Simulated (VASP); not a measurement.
Crystal: ScAlH6.

```
CELL_PARAMETERS angstrom
2.40419 1.38806 4.09673
-2.40419 1.38806 4.09673
0.00000 -2.77612 4.09673
ATOMIC_POSITIONS crystal
Sc 0.50000 0.50000 0.50000
Al 0.00000 0.00000 0.00000
H 0.67162 0.84246 0.24224
H 0.84246 0.24224 0.67162
H 0.75776 0.32838 0.15754
H 0.15754 0.75776 0.32838
H 0.32838 0.15754 0.75776
H 0.24224 0.67162 0.84246
```

```yaml
Program: VASP 6.6.1
Task: relaxation of cell and atoms
Functional: PBEsol
Potentials_or_basis: VASP PAW PBE potentials, release 64 (Sc_sv, Al, H)
Cutoff: 600 eV
k_mesh: 6 × 6 × 6
Occupations: fermi-dirac, width 0.03 eV
Spin: no spin polarisation
```

At the start: pressure 5.4 GPa; volume 10.25 Å³/atom.

Q: How do energy, volume and symmetry change on relaxing?

A: Over 36 steps the energy falls by 70.2 meV/atom and the volume is 8.81 Å³/atom (-14.1 %); space group R-3 (No. 148, to 0.1 Å) before and after.

Step by step:
```
step  energy change (eV)  largest force (eV/Å)  pressure (GPa)  volume (Å³)
   1              0.0000                0.9829            5.39        82.03
   2             -0.2590                0.2503            1.60        86.19
   3             -0.2815                0.1238            0.38        87.94
   4             -0.2815                0.1312            0.30        88.06
   5             -0.2862                0.0975           -0.11        88.47
   6             -0.2890                0.0801           -0.72        89.10
   7             -0.2934                0.0842           -0.69        88.81
   8             -0.3064                0.0978           -0.61        87.93
   9             -0.3326                0.1283           -0.48        86.20
  10             -0.3837                0.1964           -0.35        82.80
  11             -0.4588                0.3509           -0.50        76.24
  12             -0.1495                0.8318           -0.31        64.07
  13             -0.4609                0.3589            0.36        75.38
  14             -0.4372                0.5330            0.10        69.59
  15             -0.4678                0.3970            0.42        73.83
  16             -0.4735                0.3831            0.35        73.59
  17             -0.4882                0.3443            0.13        72.87
  18             -0.5059                0.2860           -0.30        71.43
  19             -0.4864                0.2912           -1.09        68.59
  20             -0.5089                0.2706           -0.43        70.80
  21             -0.5179                0.2280           -0.26        70.78
  22             -0.5370                0.1008            0.25        70.73
  23             -0.5365                0.2080            1.37        70.61
  24             -0.5434                0.0684            0.77        70.67
  25             -0.5479                0.0571            0.46        70.98
  26             -0.5549                0.0300           -0.46        71.88
  27             -0.5551                0.0279           -0.64        72.07
  28             -0.5572                0.0169           -0.38        71.78
  29             -0.5582                0.0367           -0.03        71.42
  30             -0.5588                0.0329           -0.03        71.34
  31             -0.5601                0.0254           -0.02        71.09
  32             -0.5606                0.0389            0.00        70.60
  33             -0.5608                0.0307            0.00        70.77
  34             -0.5611                0.0201           -0.12        70.64
  35             -0.5612                0.0078           -0.08        70.68
  36             -0.5613                0.0095            0.04        70.50
```

Final structure:
```yaml
crystal:
  lattice:
    - [2.17159, 1.25377, 4.31584]
    - [-2.17159, 1.25377, 4.31584]
    - [0.00000, -2.50753, 4.31584]
  atoms:
    - { symbol: Sc, position: [0.50000, 0.50000, 0.50000] }
    - { symbol: Al, position: [0.00000, 0.00000, 0.00000] }
    - { symbol: H, position: [0.58373, 0.95816, 0.22376] }
    - { symbol: H, position: [0.95816, 0.22376, 0.58373] }
    - { symbol: H, position: [0.77624, 0.41627, 0.04184] }
    - { symbol: H, position: [0.04184, 0.77624, 0.41627] }
    - { symbol: H, position: [0.41627, 0.04184, 0.77624] }
    - { symbol: H, position: [0.22376, 0.58373, 0.95816] }
```

Caveat: the PAW data sets were made with another functional, which shifts forces and pressure a little.
